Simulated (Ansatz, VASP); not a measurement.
**Li2Se in VASP and in Ansatz**

```
Li Se
1.0
     0.00000    2.61608    2.61608
     2.61608    0.00000    2.61608
     2.61608    2.61608    0.00000
Li Se
2 1
Direct
  0.25000 0.25000 0.25000
  0.75000 0.75000 0.75000
  0.00000 0.00000 0.00000
```

Alike in both runs: task single point; functional PBEsol; k mesh 6 × 6 × 6; occupations gaussian, width 0.1 eV; no spin polarisation.

|  | VASP | Ansatz |
| --- | --- | --- |
| version | VASP 6.6.1 | Ansatz 0.2.0 |
| potentials or method | VASP PAW PBE potentials, release 64 (Li_sv, Se), cutoff 750 eV | scalar-relativistic, plane waves, PAW |
| valence electrons in the cell | 12 | 22 |

Ansatz gave:

* gap on the k mesh at the Fermi level (eV): 2.22
* least direct gap on the mesh (eV): 4.81
* pressure (GPa): 28.3

Q: Which values does VASP return?

A: gap on the k mesh at the Fermi level (eV): 2.20; least direct gap on the mesh (eV): 4.79; pressure (GPa): 28.7.

VASP's potentials were made for PBE, not for PBEsol. Both programs put the cell under a high pressure, so it lies far from rest at this level. VASP's potentials hold 12 valence electrons a cell and Ansatz's 22, so a difference there can come from the potentials and not from the codes.
